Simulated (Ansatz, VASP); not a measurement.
Given: the input of a run of VASP 6.6.1 on Re.

Contents of INCAR:

```
PREC = Accurate
ENCUT = 520
EDIFF = 1E-6
ISMEAR = -1
SIGMA = 0.02
LREAL = F
LASPH = T
NELM = 100
ALGO = Fast
ISIF = 2
LWAVE = F
LCHARG = T
GGA = PE
LELF = T
LVHAR = T
NBANDS = 14
```

The input KPOINTS:

```
Automatic mesh
0
Gamma
  8 8 4
```

Contents of POSCAR:

```
Re
1.0
    2.7608000000      0.0000000000      0.0000000000
   -1.3804000000      2.3909229348      0.0000000000
    0.0000000000      0.0000000000      4.4582000000
Re
2
Direct
    0.6666666667      0.3333333333      0.7500000000
    0.3333333333      0.6666666667      0.2500000000
```

Potentials or basis: VASP PAW PBE potentials, release 64 (Re).

Command:

```console
$ cat potpaw_PBE.64/Re/POTCAR > POTCAR
$ mpirun -np 1 vasp_std > vasp.out
```

Question: Set up the same calculation for Ansatz 0.2.0. Potentials there: all-electron LAPW, scalar-relativistic.

Answer: As run (the cutoff follows the program's own potentials):

File input.yaml:

```yaml
crystal:
  lattice:
    - [2.7608, 0.0, 0.0]
    - [-1.3804, 2.3909229348, 0.0]
    - [0.0, 0.0, 4.4582]
  atoms:
    - { symbol: Re, position: [0.6666666667, 0.3333333333, 0.75] }
    - { symbol: Re, position: [0.3333333333, 0.6666666667, 0.25] }
kpoints:
  mp_grid: { grid: [8, 8, 4] }
scf:
  occupations: { method: fermi_dirac, width: 0.02 }
hamiltonian:
  xc: pbe
  pseudopotentials: { kind: all_electron, lapw: { basis_error: 0.002 } }
output:
  forces: true
  stress: true
  eigenvalues: true
```

Potentials or basis: all-electron LAPW, scalar-relativistic.

Command:

```bash
$ ansatz run input.yaml --threads 1 --pin off --max-ram 3072MiB --backend cpu --events-out ev --progress --plain --runs-dir out
```

Both were run:

|  | VASP | Ansatz | Ansatz less VASP |
| --- | --- | --- | --- |
| gap on the k mesh at the Fermi level (eV) | none | none | - |
| pressure (GPa) | 6.2 | 6.8 | +0.59 |
| traceless stress, the component that is largest in VASP (GPa) | 2.78 | 2.95 | +0.169 |

A gap of «none» marks a metal or a gap that the smearing closes. Ansatz ran all-electron here, and VASP with PAW potentials.

Spin-orbit coupling is off throughout. Noted on Ansatz's run: the k mesh is thin for a metal, which can move the energy by tens of meV per atom.
